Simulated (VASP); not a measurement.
# CuW3 (Pmmn) in VASP: a series of runs

The runs below take CuW3 through single point, with PBE.

Everything below comes from runs of VASP 6.6.1. Logs are shortened: lines on timing, memory, paths and dates and some standing lists are left out, and cuts for length are marked.

### Step 1. The cell of the first run

The structure is orthorhombic, space group Pmmn (No. 59). The conventional cell has a = 4.452 Å, b = 5.537 Å, c = 4.684 Å, α = 90.00°, β = 90.00°, γ = 90.00°. Cu (site symmetry mm2) has 12 W at 2.71 to 2.77 Å within 3.6 Å. W (site symmetry m) has 4 Cu at 2.71 to 2.73 Å and 8 W at 2.71 to 2.77 Å within 3.6 Å. W (site symmetry mm2) has 8 W at 2.71 to 2.73 Å and 4 Cu at 2.74 to 2.77 Å within 3.6 Å.

### Step 2. Single point, PBE

Contents of INCAR:

```
PREC = Accurate
ENCUT = 520
EDIFF = 1E-6
ISMEAR = 0
SIGMA = 0.1
LREAL = F
LASPH = T
NELM = 100
ALGO = Fast
ISIF = 2
LWAVE = F
LCHARG = F
GGA = PE
NBANDS = 63
```

Contents of KPOINTS:

```
regular mesh
0
Gamma
  4 4 4
```

Contents of POSCAR:

```
CuW3
1.0
    4.4515006365      0.0000000000      0.0000000000
    0.0000000000      5.5372072554      0.0000000000
    0.0000000000      0.0000000000      4.6843738389
Cu W
2 6
Direct
    0.0000000000      0.0000000000      0.6700000000
    0.5000000000      0.5000000000      0.3300000000
    0.0000000000      0.2500000000      0.1670000000
    0.0000000000      0.7500000000      0.1670000000
    0.5000000000      0.7500000000      0.8330000000
    0.5000000000      0.2500000000      0.8330000000
    0.5000000000      0.0000000000      0.3300000000
    0.0000000000      0.5000000000      0.6700000000
```

Potentials or basis: VASP PAW PBE potentials, release 64 (Cu, W_sv).

Started as:

```console
$ cat potpaw_PBE.64/Cu/POTCAR potpaw_PBE.64/W_sv/POTCAR > POTCAR
$ mpirun -np 1 vasp_std > vasp.out
```

OUTCAR:

```text
PREC = Accurate
   ENCUT = 520
   EDIFF = 1E-6
   ISMEAR = 0
   LREAL = F
   LASPH = T
   NELM = 100
   ISIF = 2
   GGA = PE

 ion  position               nearest neighbor table
   1  0.000  0.000  0.670-   3 2.71   4 2.71   5 2.73   6 2.73   5 2.73   6 2.73   3 2.73   4 2.73
                             7 2.74   7 2.74   8 2.77   8 2.77
   2  0.500  0.500  0.330-   5 2.71   6 2.71   3 2.73   4 2.73   3 2.73   4 2.73   5 2.73   6 2.73
                             8 2.74   8 2.74   7 2.77   7 2.77
   3  0.000  0.250  0.167-   1 2.71   8 2.71   6 2.72   6 2.72   2 2.73   2 2.73   7 2.73   7 2.73
                             1 2.73   8 2.73   4 2.77   4 2.77
   4  0.000  0.750  0.167-   1 2.71   8 2.71   5 2.72   5 2.72   2 2.73   2 2.73   7 2.73   7 2.73
                             1 2.73   8 2.73   3 2.77   3 2.77
   5  0.500  0.750  0.833-   2 2.71   7 2.71   4 2.72   4 2.72   8 2.73   1 2.73   1 2.73   8 2.73
                             7 2.73   2 2.73   6 2.77   6 2.77
   6  0.500  0.250  0.833-   2 2.71   7 2.71   3 2.72   3 2.72   8 2.73   1 2.73   1 2.73   8 2.73
                             7 2.73   2 2.73   5 2.77   5 2.77
   7  0.500  0.000  0.330-   5 2.71   6 2.71   3 2.73   4 2.73   3 2.73   4 2.73   5 2.73   6 2.73
                             1 2.74   1 2.74   2 2.77   2 2.77
   8  0.000  0.500  0.670-   3 2.71   4 2.71   5 2.73   6 2.73   5 2.73   6 2.73   3 2.73   4 2.73
                             2 2.74   2 2.74   1 2.77   1 2.77

  LATTYP: Found a simple orthorhombic cell.
 ALAT       =     4.4515006365
 B/A-ratio  =     1.0523134155
 C/A-ratio  =     1.2438967682

  Lattice vectors:

 A1 = (  -4.4515006365,   0.0000000000,   0.0000000000)
 A2 = (   0.0000000000,   0.0000000000,   4.6843738389)
 A3 = (   0.0000000000,   5.5372072554,   0.0000000000)

Analysis of symmetry for initial positions (statically):
=====================================================================
 Subroutine PRICEL returns:
 Original cell was already a primitive cell.

 Routine SETGRP: Setting up the symmetry group for a
 simple orthorhombic supercell.

 Subroutine GETGRP returns: Found  8 space group operations
 (whereof  4 operations were pure point group operations)
 out of a pool of  8 trial point group operations.

The static configuration has the point symmetry C_2v.
 The point group associated with its full space group is D_2h.

Analysis of symmetry for dynamics (positions and initial velocities):
=====================================================================
 Subroutine PRICEL returns:
 Original cell was already a primitive cell.

 Routine SETGRP: Setting up the symmetry group for a
 simple orthorhombic supercell.

 Subroutine GETGRP returns: Found  8 space group operations
[... 127 lines left out ...]
   NELECT =     106.0000    total number of electrons
   NUPDOWN=      -1.0000    fix difference up-down
   EMIN   =  10.00;   EMAX   =-10.00  energy-range for DOS
   EFERMI =   0.00;   METHOD = LEGACY
   ISMEAR =     0;   SIGMA  =   0.10  broadening in eV -4-tet -1-fermi 0-gaus
   EFERMI_NEDOS =   21; number of points for ismear=-14 and -15
   IALGO  =     68    algorithm
   IMIX   =      4    mixing-type and parameters
     AMIX     =   0.40;   BMIX     =  1.00
     AMIX_MAG =   1.60;   BMIX_MAG =  1.00
  volume/ion in A,a.u.               =      14.43        97.40
  Fermi-wavevector in a.u.,A,eV,Ry     =   1.591087  3.006718 34.443925  2.531557
  Thomas-Fermi vector in A             =   2.689681
   LORBIT       =      0    0 simple, 1 ext, 2 COOP (PROOUT), +10 PAW based schemes
   GGA     = PE    functional components
   LHFCALC =     F    Hartree Fock is set to
   AEXX    =    0.0000 exact exchange contribution
   IVDW    =     0    specifies the selected vdW correction
   LEPSILON=     F    determine dielectric tensor
   LRPA    =     F    only Hartree local field effects (RPA)
 non-spin polarized calculation
 RMM-DIIS sequential band-by-band and
 Gauss-broadening in eV      SIGMA  =   0.10
  energy-cutoff  :      520.00
  volume of cell :      115.46
 maximum number of plane-waves:      3140
 NGX is ok and might be reduce to    36
   NGX = 17   NGY = 21   NGZ = 17

 number of electron     106.0000041 magnetization

 Free energy of the ion-electron system (eV)
  ---------------------------------------------------
  ext. energy  EPLUGINS =         0.00000000
  ---------------------------------------------------
  free energy    TOTEN  =       -81.70633184 eV

  energy without entropy =      -81.66702933  energy(sigma->0) =      -81.68668059

 E-fermi :  10.7998     XC(G=0): -13.6075

 val. band max:       10.7970329659   @ k =   0.0000   0.0000   0.5000
 cond. band min:      10.8342082098   @ k =   0.2500   0.2500   0.2500
 fundamental gap:      0.0371752439
 Fermi energy:        10.7998205124

 k-point     1 :       0.0000    0.0000    0.0000
  band No.  band energies     occupation
      1     -62.8398      2.00000
      2     -62.7571      2.00000
      3     -62.7442      2.00000
      4     -62.6922      2.00000
      5     -62.5674      2.00000
      6     -62.5378      2.00000
[... 1573 lines left out ...]
     62      13.6544      0.00000
     63      14.0045      0.00000

 [... further k-points ...]

------------------------ aborting loop because EDIFF is reached ----------------------------------------

  FORCE on cell =-STRESS in cart. coord.  units (eV):
  Direction    XX          YY          ZZ          XY          YZ          ZX
  --------------------------------------------------------------------------------------
  -------------------------------------------------------------------------------------
  Total       10.7319194     10.3282285     13.8484681      0.0000000      0.0000000      0.0000000
  in kB      148.9152647    143.3136815    192.1602487      0.0000000      0.0000000      0.0000000
  external PRESSURE =     161.4630650 kB  Pullay stress =       0.0000000 kB

 VOLUME and BASIS-vectors are now :
 -----------------------------------------------------------------------------
  energy-cutoff  :      520.00
  volume of cell :      115.46
      direct lattice vectors                 reciprocal lattice vectors
     4.451500636  0.000000000  0.000000000     0.224643347  0.000000000  0.000000000
     0.000000000  5.537207255  0.000000000     0.000000000  0.180596455  0.000000000
     0.000000000  0.000000000  4.684373839     0.000000000  0.000000000  0.213475703

 POSITION                                       TOTAL-FORCE (eV/Angst)
 -----------------------------------------------------------------------------------
      0.00000      0.00000      3.13853         0.000000      0.000000     -0.142425
      2.22575      2.76860      1.54584         0.000000      0.000000      0.142425
      0.00000      1.38430      0.78229         0.000000     -0.943191      0.389538
      0.00000      4.15291      0.78229         0.000000      0.943191      0.389538
      2.22575      4.15291      3.90208         0.000000     -0.943191     -0.389538
      2.22575      1.38430      3.90208         0.000000      0.943191     -0.389538
      2.22575      0.00000      1.54584         0.000000      0.000000      0.029625
      0.00000      2.76860      3.13853         0.000000      0.000000     -0.029625
 -----------------------------------------------------------------------------------
    total drift:                                0.000000      0.000000      0.000000

  FREE ENERGIE OF THE ION-ELECTRON SYSTEM (eV)
  ---------------------------------------------------
  free  energy   TOTEN  =       -81.7063318394 eV

  energy  without entropy=      -81.6670293315  energy(sigma->0) =      -81.68668059
```

Wall time 8.3 min (1 thread of Intel Xeon 8259CL, shared host); peak memory 0.32 GiB.

What came out:

- Free energy: -81.7063 eV
- Pressure: 16.1 GPa
- Largest force: 1.020 eV/Å
- Band gap on the k mesh: zero (bands 53 and 54 overlap by 0.97 eV)

Forces on the atoms (eV/Å):
```
Cu   0.000  0.000 -0.142
Cu   0.000  0.000  0.142
W    0.000 -0.943  0.390
W    0.000  0.943  0.390
W    0.000 -0.943 -0.390
W    0.000  0.943 -0.390
W    0.000  0.000  0.030
W    0.000  0.000 -0.030
```

Stress tensor (GPa, compression positive):
```
14.89  0.00  0.00
 0.00 14.33  0.00
 0.00  0.00 19.22
```

Levels at points of the mesh, in eV from the Fermi level:
```
           k point  band 51  band 52  band 53  band 54  band 55  band 56
(0.00, 0.00, 0.00)    -0.59    -0.38    -0.06     0.04     0.49     0.83
(0.50, 0.00, 0.00)    -1.09    -1.09     0.46     0.46     0.59     0.59
(0.00, 0.50, 0.00)    -0.76    -0.76    -0.21    -0.21     0.63     0.63
(0.50, 0.50, 0.00)    -0.80    -0.80    -0.27    -0.27     0.39     0.39
(0.00, 0.00, 0.50)    -0.84    -0.48    -0.22     0.00     0.31     1.06
(0.50, 0.00, 0.50)     0.33     0.33     0.63     0.63     1.32     1.32
(0.00, 0.50, 0.50)    -0.45    -0.45     0.11     0.11     0.49     0.49
(0.50, 0.50, 0.50)    -0.99    -0.99     0.46     0.46     0.47     0.47
```

Caveat: the cell stands under pressure; spin-orbit coupling is left out, which moves the levels of the heavy elements; forces of over 1 eV/Å act on the atoms, so gaps and moduli don't describe the material at rest.

### Step 3. Single point, PBE

This run uses another cell than the first one, of 15.23 Å³/atom.

Contents of INCAR:

```
PREC = Accurate
ENCUT = 520
EDIFF = 1E-6
ISMEAR = 0
SIGMA = 0.1
LREAL = False
LASPH = True
NELM = 60
ALGO = Fast
ISIF = 2
LWAVE = False
LCHARG = False
GGA = PE
NBANDS = 63
```

Contents of KPOINTS:

```
Automatic mesh
0
Gamma
  4 4 4
```

Contents of POSCAR:

```
CuW3
1.0
    4.4714213533      0.0000000000      0.0000000000
    0.0000000000      5.5184864888      0.0000000000
    0.0000000000      0.0000000000      4.9388753996
Cu W
2 6
Direct
    0.0000000000      0.0000000000      0.6663686872
    0.5000000000      0.5000000000      0.3336313128
    0.0000000000      0.2388313408      0.1591876623
    0.0000000000      0.7611686592      0.1591876623
    0.5000000000      0.7388313408      0.8408123377
    0.5000000000      0.2611686592      0.8408123377
    0.5000000000      0.0000000000      0.3480750258
    0.0000000000      0.5000000000      0.6519249742
```

Potentials or basis: VASP PAW PBE potentials, release 64 (Cu, W_sv).

Started as:

```console
$ cat potpaw_PBE.64/Cu/POTCAR potpaw_PBE.64/W_sv/POTCAR > POTCAR
$ mpirun -np 1 vasp_std > vasp.out
```

Run time: 10 min. Hardware: 1 thread of Intel Xeon 8259CL, shared host; peak memory 0.33 GiB.

The run converged. Its results:

- Free energy: -82.2168 eV
- Pressure: 0.6 GPa
- Largest force: 0.018 eV/Å
- Band gap on the k mesh: zero (bands 53 and 54 overlap by 1.25 eV)

Forces on the atoms (eV/Å):
```
Cu   0.000  0.000 -0.004
Cu   0.000  0.000  0.004
W    0.000  0.003  0.018
W    0.000 -0.003  0.018
W    0.000  0.003 -0.018
W    0.000 -0.003 -0.018
W    0.000  0.000  0.012
W    0.000  0.000 -0.012
```

Stress tensor (GPa, compression positive):
```
0.64 0.00 0.00
0.00 0.54 0.00
0.00 0.00 0.69
```

Levels at points of the mesh, in eV from the Fermi level:
| k point | band 50 | band 51 | band 52 | band 53 | band 54 | band 55 | band 56 | band 57 |
| --- | --- | --- | --- | --- | --- | --- | --- | --- |
| (0.00, 0.00, 0.00) | -1.13 | -0.90 | -0.13 | 0.24 | 0.28 | 0.47 | 0.52 | 1.98 |
| (0.50, 0.00, 0.00) | -1.15 | -0.94 | -0.94 | 0.43 | 0.43 | 0.59 | 0.59 | 1.96 |
| (0.00, 0.50, 0.00) | -0.89 | -0.84 | -0.84 | -0.26 | -0.26 | 0.42 | 0.42 | 1.65 |
| (0.50, 0.50, 0.00) | -1.24 | -1.02 | -1.02 | -0.64 | -0.64 | 0.79 | 0.79 | 1.38 |
| (0.00, 0.00, 0.50) | -1.10 | -1.02 | -0.68 | -0.65 | 0.34 | 0.80 | 1.13 | 1.72 |
| (0.50, 0.00, 0.50) | -1.41 | 0.05 | 0.05 | 0.61 | 0.61 | 1.30 | 1.30 | 1.57 |
| (0.00, 0.50, 0.50) | -1.19 | -0.50 | -0.50 | 0.27 | 0.27 | 0.41 | 0.41 | 1.03 |
| (0.50, 0.50, 0.50) | -1.08 | -0.86 | -0.86 | 0.09 | 0.09 | 0.54 | 0.54 | 1.28 |

Caveat: spin-orbit coupling is left out, which moves the levels of the heavy elements.

The gap in the log of VASP goes by the Fermi energy; the results here count the filled bands.